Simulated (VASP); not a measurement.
Crystal: MoS2.

```
Mo S
1.0
     3.15862    0.00000    0.00000
    -1.57931    2.73544    0.00000
     0.00000    0.00000   12.31358
Mo S
2 4
Direct
  0.33333 0.66667 0.25000
  0.66667 0.33333 0.75000
  0.33333 0.66667 0.62292
  0.66667 0.33333 0.12292
  0.33333 0.66667 0.87708
  0.66667 0.33333 0.37708
```

| Property | Result |
| --- | --- |
| Program | VASP 6.6.1 |
| Task | relaxation of shape and atoms at fixed volume |
| Functional | PBEsol |
| Potentials or basis | VASP PAW PBE potentials, release 64 (Mo_sv, S) |
| Cutoff | 500 eV |
| k mesh | 8 × 8 × 2 |
| Occupations | gaussian, width 0.05 eV |
| Spin | collinear spin |
| Starting moments | [0.05, 0.05, 0.0, 0.0, 0.0, 0.0] μB |

At the start: pressure -2.0 GPa; volume 17.73 Å³/atom.

How do energy, volume and symmetry change on relaxing?

Over 5 steps the energy falls by 2.3 meV/atom; space group P6_3/mmc (No. 194, to 0.1 Å) before and after; moment 0.00 μB per cell.

The path:
```
step  energy change (eV)  largest force (eV/Å)  pressure (GPa)  volume (Å³)
   1              0.0000                0.2430           -2.01       106.39
   2             -0.0080                0.0499           -0.89       106.39
   3             -0.0089                0.0397           -0.37       106.39
   4             -0.0136                0.0035            0.08       106.39
   5             -0.0138                0.0044            0.18       106.39
```

Final structure:
```
Mo S
1.0
     3.13974    0.00000    0.00000
    -1.56987    2.71909    0.00000
     0.00000    0.00000   12.46210
Mo S
2 4
Direct
  0.33333 0.66667 0.25000
  0.66667 0.33333 0.75000
  0.33333 0.66667 0.62486
  0.66667 0.33333 0.12486
  0.33333 0.66667 0.87514
  0.66667 0.33333 0.37514
```

Caveat: the PAW data sets were made with another functional, which shifts forces and pressure a little; this functional lacks dispersion, which binds layers or chains, so the pressure and a relaxed spacing across them are unreliable.
